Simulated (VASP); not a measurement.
Input of a VASP 6.6.1 run:

Contents of INCAR:

```
SYSTEM = TeP
PREC     = Accurate       ! precision mode
ENCUT    = 520            ! plane-wave cutoff, eV
EDIFF    = 1E-7           ! SCF threshold, eV
ISMEAR   = 0              ! smearing method
SIGMA    = 0.1            ! smearing width, eV
LREAL    = .False.        ! projectors in reciprocal space
LASPH    = .True.         ! aspherical terms in the spheres
NELM     = 100            ! most SCF steps
ALGO     = Fast           ! electronic algorithm
ISIF     = 2              ! what is computed and relaxed
LWAVE    = .False.        ! write WAVECAR
LCHARG   = .False.        ! write CHGCAR
LDIPOL   = .True.       
IDIPOL   = 3            
DIPOL    = 0.5 0.5 0.500
GGA      = PE             ! functional
NBANDS   = 12             ! bands
```

File KPOINTS:

```
regular mesh
0
Gamma
  6 6 1
  0 0 0
```

File POSCAR:

```
TeP
1.0
    3.6680389700      0.0000000000      0.0000000000
   -1.8340194800      3.1766155900      0.0000000000
    0.0000000000      0.0000000000     16.0000000000
Te P
1 1
Direct
    0.6666666700      0.3333333300      0.5470765900
    0.3333333300      0.6666666700      0.4529234100
```

Potentials or basis: VASP PAW PBE potentials, release 64 (Te, P).

Command:

```bash
$ cat potpaw_PBE.64/Te/POTCAR potpaw_PBE.64/P/POTCAR > POTCAR
$ mpirun -np 1 vasp_std > vasp.out
```

Question: Estimate the largest force.

Answer: 0.170 eV/Å.

Question: Predict the band gap on the k mesh.

Answer: Zero (an odd number of electrons rules out a gap without spin polarisation).

Forces on the atoms (eV/Å):
```
Te   0.000  0.000 -0.170
P    0.000  0.000  0.170
```

Caveat: spin-orbit coupling is left out, which moves the levels of the heavy elements.
